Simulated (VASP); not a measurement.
# H4C in VASP: further runs, part 4 of 4

VASP 6.6.1. The steps go on from the part before.

### 5 Relaxation of the atoms, PBE+D3(BJ)

Contents of INCAR:

```
PREC = Accurate
ENCUT = 520
EDIFF = 1E-7
ISMEAR = -1
SIGMA = 0.05
LREAL = Auto
LASPH = T
NELM = 60
ALGO = Normal
ISIF = 2
LWAVE = F
LCHARG = F
GGA = PE
IVDW = 12
IBRION = 2
NSW = 35
EDIFFG = -0.3
```

Contents of KPOINTS:

```
Automatic mesh
0
Gamma
  1 1 1
```

Contents of POSCAR:

```
H4C
1.0
    7.9581140000      0.0000000000      0.0000000000
    0.0000000000      7.9581140000      0.0000000000
    0.0000000000      0.0000000000      7.9581140000
C H
8 32
Direct
    0.2997756000      0.6030821000      0.6698954000
    0.8385281000      0.1049906000      0.7843043000
    0.6730878000      0.7358283000      0.0393409000
    0.5088301000      0.4754108000      0.3209985000
    0.2104182000      0.8904332000      0.1015627000
    0.9037247000      0.6423626000      0.7945298000
    0.5260489000      0.2723839000      0.8445661000
    0.6823918000      0.1776653000      0.2466856000
    0.2039356000      0.5645123000      0.5800316000
    0.3902061000      0.5016243000      0.6865408000
    0.2407539000      0.6317877000      0.7900656000
    0.3642067000      0.7144041000      0.6229436000
    0.9099808000      0.1943775000      0.8594904000
    0.7677848000      0.0219875000      0.8670950000
    0.9244509000      0.0307424000      0.7077999000
    0.7518961000      0.1728551000      0.7028319000
    0.7893715000      0.8081231000      0.0392676000
    0.5713864000      0.8130173000      0.0888091000
    0.6884519000      0.6247510000      0.1179171000
    0.6431415000      0.6974217000     -0.0886301000
    0.5288381000      0.3727418000      0.4093569000
    0.4546040000      0.4261570000      0.2053178000
    0.6285835000      0.5357069000      0.2932144000
    0.4232950000      0.5670374000      0.3761051000
    0.1764616000      0.7781590000      0.0309235000
    0.3255591000      0.8670354000      0.1718730000
    0.1094439000      0.9219270000      0.1885155000
    0.2302080000      0.9946115000      0.0149388000
    0.8476995000      0.5174300000      0.7957323000
    0.9689856000      0.6642588000      0.9128937000
    0.8054120000      0.7363194000      0.7785554000
    0.9928017000      0.6514424000      0.6909379000
    0.6248158000      0.2551522000      0.9378216000
    0.4435422000      0.1631087000      0.8447426000
    0.5823526000      0.2868627000      0.7205956000
    0.4534848000      0.3844120000      0.8751047000
    0.7892811000      0.2582263000      0.2755479000
    0.6186175000      0.1431011000      0.3628174000
    0.7263170000      0.0645134000      0.1833163000
    0.5953515000      0.2448204000      0.1650606000
```

Potentials or basis: VASP PAW PBE potentials, release 64 (C, H).

Started as:

```console
$ cat potpaw_PBE.64/C/POTCAR potpaw_PBE.64/H/POTCAR > POTCAR
$ mpirun -np 1 vasp_gam > vasp.out
```

OUTCAR:

```text
PREC = Accurate
   ENCUT = 520
   EDIFF = 1E-7
   ISMEAR = -1
   LREAL = Auto
   LASPH = T
   NELM = 60
   ISIF = 2
   GGA = PE
   IVDW = 12
   IBRION = 2
   NSW = 35
   EDIFFG = -0.3
 IVDW          = 12

 ion  position               nearest neighbor table
   1  0.300  0.603  0.670-  12 1.09  10 1.09   9 1.09  11 1.09
   2  0.839  0.105  0.784-  14 1.09  16 1.09  15 1.09  13 1.09
   3  0.673  0.736  0.039-  18 1.09  20 1.09  19 1.09  17 1.09
   4  0.509  0.475  0.321-  24 1.09  22 1.09  21 1.09  23 1.09
   5  0.210  0.890  0.102-  26 1.09  25 1.09  28 1.09  27 1.09
   6  0.904  0.642  0.795-  29 1.09  32 1.09  30 1.09  31 1.09
   7  0.526  0.272  0.845-  33 1.09  35 1.09  36 1.09  34 1.09
   8  0.682  0.178  0.247-  37 1.09  38 1.09  39 1.09  40 1.09
   9  0.204  0.565  0.580-   1 1.09
  10  0.390  0.502  0.687-   1 1.09
  11  0.241  0.632  0.790-   1 1.09
  12  0.364  0.714  0.623-   1 1.09
  13  0.910  0.194  0.859-   2 1.09
  14  0.768  0.022  0.867-   2 1.09
[... 24 lines left out ...]
  39  0.726  0.065  0.183-   8 1.09
  40  0.595  0.245  0.165-   8 1.09

  LATTYP: Found a simple cubic cell.
 ALAT       =     7.9581140000

  Lattice vectors:

 A1 = (   7.9581140000,   0.0000000000,   0.0000000000)
 A2 = (   0.0000000000,   7.9581140000,   0.0000000000)
 A3 = (   0.0000000000,   0.0000000000,   7.9581140000)

Analysis of symmetry for initial positions (statically):
=====================================================================
 Subroutine PRICEL returns:
 Original cell was already a primitive cell.

 Routine SETGRP: Setting up the symmetry group for a
 simple cubic supercell.

 Subroutine GETGRP returns: Found  1 space group operations
 (whereof  1 operations were pure point group operations)
 out of a pool of 48 trial point group operations.

The static configuration has the point symmetry C_1 .

Analysis of symmetry for dynamics (positions and initial velocities):
=====================================================================
 Subroutine PRICEL returns:
 Original cell was already a primitive cell.

 Routine SETGRP: Setting up the symmetry group for a
 simple cubic supercell.

 Subroutine GETGRP returns: Found  1 space group operations
 (whereof  1 operations were pure point group operations)
 out of a pool of 48 trial point group operations.

The dynamic configuration has the point symmetry C_1 .

 Subroutine INISYM returns: Found  1 space group operations
 (whereof  1 operations are pure point group operations),
 and found     1 'primitive' translations

----------------------------------------------------------------------------------------

                                     Primitive cell

  volume of cell :     503.9999

  direct lattice vectors                    reciprocal lattice vectors
     7.958114000  0.000000000  0.000000000     0.125657913  0.000000000  0.000000000
     0.000000000  7.958114000  0.000000000     0.000000000  0.125657913  0.000000000
     0.000000000  0.000000000  7.958114000     0.000000000  0.000000000  0.125657913

  length of vectors
     7.958114000  7.958114000  7.958114000     0.125657913  0.125657913  0.125657913

  position of ions in fractional coordinates (direct lattice)
     0.299775600  0.603082100  0.669895400
     0.838528100  0.104990600  0.784304300
     0.673087800  0.735828300  0.039340900
     0.508830100  0.475410800  0.320998500
     0.210418200  0.890433200  0.101562700
     0.903724700  0.642362600  0.794529800
[... 32 lines left out ...]
     0.726317000  0.064513400  0.183316300
     0.595351500  0.244820400  0.165060600

  ion indices of the primitive-cell ions
   primitive index   ion index
                 1           1
                 2           2
[... 55 lines left out ...]
     0.125657913  0.125657913  0.125657913

  Shift w.r.t. Gamma in fractional coordinates (k-lattice)
     0.000000000  0.000000000  0.000000000

 Subroutine IBZKPT returns following result:
 ===========================================

 Found      1 irreducible k-points:

 Following reciprocal coordinates:
            Coordinates               Weight
  0.000000  0.000000  0.000000      1.000000
   k-points           NKPTS =      1   k-points in BZ     NKDIM =      1   number of bands    NBANDS=     53
   number of dos      NEDOS =    301   number of ions     NIONS =     40
   total plane-waves  NPLWV = 216000
   dimension x,y,z NGX =    60 NGY =   60 NGZ =   60
   dimension x,y,z NGXF=   120 NGYF=  120 NGZF=  120
   ions per type =               8  32
   NGX,Y,Z   is equivalent  to a cutoff of  12.53, 12.53, 12.53 a.u.
   NGXF,Y,Z  is equivalent  to a cutoff of  25.07, 25.07, 25.07 a.u.
 SYSTEM =  unknown system
   PREC   = accura    normal or accurate (medium, high low for compatibility)
   ISTART =      0    job   : 0-new  1-cont  2-samecut
   ICHARG =      2    charge: 1-file 2-atom 10-const
   ISPIN  =      1    spin polarized calculation?
   LNONCOLLINEAR =      F non collinear calculations
   LSORBIT =      F    spin-orbit coupling
   LASPH  =      T    aspherical Exc in radial PAW
   ENCUT  =  520.0 eV  38.22 Ry    6.18 a.u.  14.80 14.80 14.80*2*pi/ulx,y,z
   NELM   =     60;   NELMIN=  2; NELMDL= -5     # of ELM steps
   EDIFF  = 0.1E-06   stopping-criterion for ELM
   LREAL  =      T    real-space projection
   EDIFFG = -.3E+00   stopping-criterion for IOM
   NSW    =     35    number of steps for IOM
   IBRION =      2    ionic relax: 0-MD 1-quasi-New 2-CG
   NFREE  =      1    steps in history (QN), initial steepest desc. (CG)
   ISIF   =      2    stress and relaxation
   ISYM   =      2    0-nonsym 1-usesym 2-fastsym
   POTIM  = 0.5000    time-step for ionic-motion
   TEBEG  =    0.0;   TEEND  =   0.0 temperature during run
   PSTRESS=    0.0 pullay stress
   NELECT =      64.0000    total number of electrons
   NUPDOWN=      -1.0000    fix difference up-down
   EMIN   =  10.00;   EMAX   =-10.00  energy-range for DOS
   EFERMI =   0.00;   METHOD = LEGACY
   ISMEAR =    -1;   SIGMA  =   0.05  broadening in eV -4-tet -1-fermi 0-gaus
   EFERMI_NEDOS =   21; number of points for ismear=-14 and -15
   IALGO  =     38    algorithm
   IMIX   =      4    mixing-type and parameters
     AMIX     =   0.40;   BMIX     =  1.00
     AMIX_MAG =   1.60;   BMIX_MAG =  1.00
  volume/ion in A,a.u.               =      12.60        85.03
  Fermi-wavevector in a.u.,A,eV,Ry     =   0.822858  1.554975  9.212431  0.677095
  Thomas-Fermi vector in A             =   1.934266
   LORBIT       =      0    0 simple, 1 ext, 2 COOP (PROOUT), +10 PAW based schemes
   GGA     = PE    functional components
   LHFCALC =     F    Hartree Fock is set to
   AEXX    =    0.0000 exact exchange contribution
   IVDW    =    12    specifies the selected vdW correction
   LEPSILON=     F    determine dielectric tensor
   LRPA    =     F    only Hartree local field effects (RPA)
 conjugate gradient relaxation of ions
 non-spin polarized calculation
  energy-cutoff  :      520.00
  volume of cell :      504.00
 maximum number of plane-waves:      6759
 NGX is ok and might be reduce to    60
   NGX = 29   NGY = 29   NGZ = 29

--------------------------------------- Ionic step        1  -------------------------------------------

 number of electron      64.0000003 magnetization

 Free energy of the ion-electron system (eV)
  ---------------------------------------------------
  ext. energy  EPLUGINS =         0.00000000
  ---------------------------------------------------
  free energy    TOTEN  =      -190.47579319 eV

  energy without entropy =     -190.47579319  energy(sigma->0) =     -190.47579319

------------------------ aborting loop because EDIFF is reached ----------------------------------------

 Edisp (eV)   -1.13224

 E8    (eV) :    -0.2420
[... 219 lines left out ...]
  FREE ENERGIE OF THE ION-ELECTRON SYSTEM (eV)
  ---------------------------------------------------
  free  energy   TOTEN  =      -191.6810437965 eV

  energy  without entropy=     -191.6810437965  energy(sigma->0) =     -191.68104380

[... ionic steps 4 to 15 ...]

--------------------------------------- Ionic step       16  -------------------------------------------

 number of electron      63.9999999 magnetization

------------------------ aborting loop because EDIFF is reached ----------------------------------------
[... 151 lines left out ...]
--------------------------------------- Ionic step       18  -------------------------------------------

 number of electron      63.9999999 magnetization

 Free energy of the ion-electron system (eV)
  ---------------------------------------------------
  ext. energy  EPLUGINS =         0.00000000
  ---------------------------------------------------
  free energy    TOTEN  =      -191.42840278 eV

  energy without entropy =     -191.42840278  energy(sigma->0) =     -191.42840278

 E-fermi :  -4.9872     XC(G=0):  -5.4072

 val. band max:       -6.2315235111   @ k =   0.0000   0.0000   0.0000
 cond. band min:       0.5333679065   @ k =   0.0000   0.0000   0.0000
 fundamental gap:      6.7648914175
 Fermi energy:        -4.9871515637

 k-point     1 :       0.0000    0.0000    0.0000
  band No.  band energies     occupation
      1     -15.4867      2.00000
      2     -15.0923      2.00000
      3     -15.0705      2.00000
      4     -15.0406      2.00000
      5     -14.9591      2.00000
      6     -14.7825      2.00000
[... 36 lines left out ...]
     43       3.7547      0.00000
     44       3.8987      0.00000
 [bands above 44 left out]

------------------------ aborting loop because EDIFF is reached ----------------------------------------

 Edisp (eV)   -1.11114

 E8    (eV) :    -0.2365
[... 63 lines left out ...]
  FREE ENERGIE OF THE ION-ELECTRON SYSTEM (eV)
  ---------------------------------------------------
  free  energy   TOTEN  =      -192.5395401263 eV

  energy  without entropy=     -192.5395401263  energy(sigma->0) =     -192.53954013

 reached required accuracy - stopping structural energy minimisation
```

It took 12 min on 1 thread of AMD EPYC 7R13 (Zen 3), shared host; peak memory 0.48 GiB.

Results:

* Free energy: -192.5395 eV
* Energy gained by relaxing: 23.3 meV/atom
* Ionic steps: 18
* Pressure after relaxing: 0.9 GPa
* Largest force after relaxing: 0.248 eV/Å
* Band gap on the k mesh: 6.76 eV
* Dispersion energy per atom: -0.028 eV

Forces on the atoms (eV/Å):
```
C   -0.012  0.091 -0.049
C   -0.068  0.088  0.148
C    0.057  0.062 -0.044
C   -0.055  0.026 -0.108
C   -0.037  0.020 -0.027
C   -0.173 -0.106 -0.117
C    0.039 -0.190  0.008
C    0.039  0.069  0.074
H    0.094  0.064  0.012
H    0.104  0.095  0.031
H    0.046  0.006  0.046
H    0.005  0.073  0.005
H   -0.018  0.050 -0.057
H    0.002  0.056 -0.107
H    0.161 -0.110 -0.152
H    0.120 -0.050  0.052
H    0.009 -0.014 -0.085
H   -0.077  0.028  0.074
H    0.035 -0.072 -0.131
H   -0.008 -0.010  0.039
H   -0.074 -0.039 -0.003
H    0.091 -0.049 -0.010
H    0.011 -0.112  0.062
H   -0.034  0.083  0.004
H    0.003  0.055  0.062
H   -0.033  0.037  0.024
H   -0.045  0.006 -0.018
H   -0.006 -0.032  0.048
H   -0.121  0.025  0.023
H   -0.037  0.051  0.048
H   -0.040 -0.104  0.043
H   -0.063  0.027 -0.114
H    0.019  0.006 -0.050
H    0.033 -0.059 -0.030
H   -0.027 -0.029  0.091
H   -0.068  0.127  0.052
H   -0.050  0.013  0.039
H    0.023 -0.001  0.037
H    0.086 -0.110 -0.040
H    0.071 -0.075  0.122
```

The path:
```
step  energy change (eV)  largest force (eV/Å)  pressure (GPa)
   1              0.0000                0.8028            1.98
   2             -0.0581                1.4255            1.67
   3             -0.0730                0.8231            1.76
   4             -0.1484                0.6176            1.59
   5             -0.2861                0.4385            1.10
   6             -0.1979                1.1365            0.16
   7             -0.3085                0.6172            0.80
   8             -0.4060                0.4444            1.01
   9             -0.4618                1.4575            1.34
  10             -0.5332                0.8170            1.46
  11             -0.6079                0.8327            1.79
  12             -0.6977                0.7105            1.62
  13             -0.8663                0.4533            1.08
  14             -0.7483                1.2810           -0.17
  15             -0.8949                0.5745            0.72
  16             -0.9126                0.4598            0.80
  17             -0.9135                0.3179            0.78
  18             -0.9315                0.2476            0.94
```

Final structure:
```yaml
crystal:
  lattice:
    - [7.95811, 0.00000, 0.00000]
    - [0.00000, 7.95811, 0.00000]
    - [0.00000, 0.00000, 7.95811]
  atoms:
    - { symbol: C, position: [0.30685, 0.61137, 0.66609] }
    - { symbol: C, position: [0.86609, 0.09144, 0.77332] }
    - { symbol: C, position: [0.65465, 0.74725, 0.05096] }
    - { symbol: C, position: [0.49045, 0.48938, 0.33745] }
    - { symbol: C, position: [0.20844, 0.89345, 0.10505] }
    - { symbol: C, position: [0.91228, 0.63447, 0.76903] }
    - { symbol: C, position: [0.50385, 0.28316, 0.85024] }
    - { symbol: C, position: [0.69941, 0.15235, 0.24953] }
    - { symbol: H, position: [0.20872, 0.57142, 0.57820] }
    - { symbol: H, position: [0.40014, 0.51211, 0.67188] }
    - { symbol: H, position: [0.25183, 0.63239, 0.78992] }
    - { symbol: H, position: [0.36497, 0.72736, 0.62054] }
    - { symbol: H, position: [0.92838, 0.18502, 0.85293] }
    - { symbol: H, position: [0.78393, 0.01461, 0.85275] }
    - { symbol: H, position: [0.96075, 0.01095, 0.71639] }
    - { symbol: H, position: [0.79124, 0.15409, 0.67601] }
    - { symbol: H, position: [0.76673, 0.82572, 0.04028] }
    - { symbol: H, position: [0.55905, 0.81480, 0.12171] }
    - { symbol: H, position: [0.68777, 0.63256, 0.11803] }
    - { symbol: H, position: [0.60661, 0.71677, 0.92571] }
    - { symbol: H, position: [0.48787, 0.38779, 0.42959] }
    - { symbol: H, position: [0.44140, 0.44534, 0.21673] }
    - { symbol: H, position: [0.61932, 0.53416, 0.32202] }
    - { symbol: H, position: [0.41269, 0.59336, 0.38041] }
    - { symbol: H, position: [0.17814, 0.77888, 0.03457] }
    - { symbol: H, position: [0.32235, 0.87196, 0.17888] }
    - { symbol: H, position: [0.10464, 0.92542, 0.18953] }
    - { symbol: H, position: [0.22946, 0.99685, 0.01626] }
    - { symbol: H, position: [0.84994, 0.51225, 0.77711] }
    - { symbol: H, position: [0.97632, 0.66028, 0.88772] }
    - { symbol: H, position: [0.82194, 0.73417, 0.74211] }
    - { symbol: H, position: [0.00515, 0.62988, 0.66931] }
    - { symbol: H, position: [0.61571, 0.26589, 0.92759] }
    - { symbol: H, position: [0.43110, 0.16627, 0.84851] }
    - { symbol: H, position: [0.54212, 0.31547, 0.72194] }
    - { symbol: H, position: [0.42654, 0.38275, 0.90325] }
    - { symbol: H, position: [0.80067, 0.24119, 0.27853] }
    - { symbol: H, position: [0.63621, 0.11392, 0.36551] }
    - { symbol: H, position: [0.75205, 0.04217, 0.18808] }
    - { symbol: H, position: [0.60825, 0.21209, 0.16574] }
```

Caveat: the k points lie up to 0.79 Å⁻¹ apart; the relaxation stopped at a loose force limit of 0.3 eV/Å, so its end isn't a converged minimum.

### 6 Summary

| task | cell | gap on the mesh (eV) | pressure (GPa) | largest force (eV/Å) |
| --- | --- | --- | --- | --- |
| single point | as given, atomic positions A | 7.12 | 1.2 | 3.15 |
| single point | as given, atomic positions B | 7.05 | 1.3 | 3.21 |
| single point | as given, atomic positions C | 7.05 | 0.8 | 2.76 |
| relaxation of the atoms | atoms relaxed, atomic positions D | 6.76 | 0.9 | 0.25 |

Alike in all rows: level PBE+D3(BJ); potentials or basis VASP PAW PBE potentials, release 64 (C, H); no spin polarisation; k mesh 1 × 1 × 1; cutoff (eV) 520; smearing fermi-dirac 0.05 eV.

Caveats: all runs use coarse meshes; the atoms stand as in a frame of molecular dynamics (at least some runs); the relaxation stopped at a loose force limit of 0.3 eV/Å, so its end isn't a converged minimum (at least some runs).

Absolute energies hang on the potentials; compare differences alone.
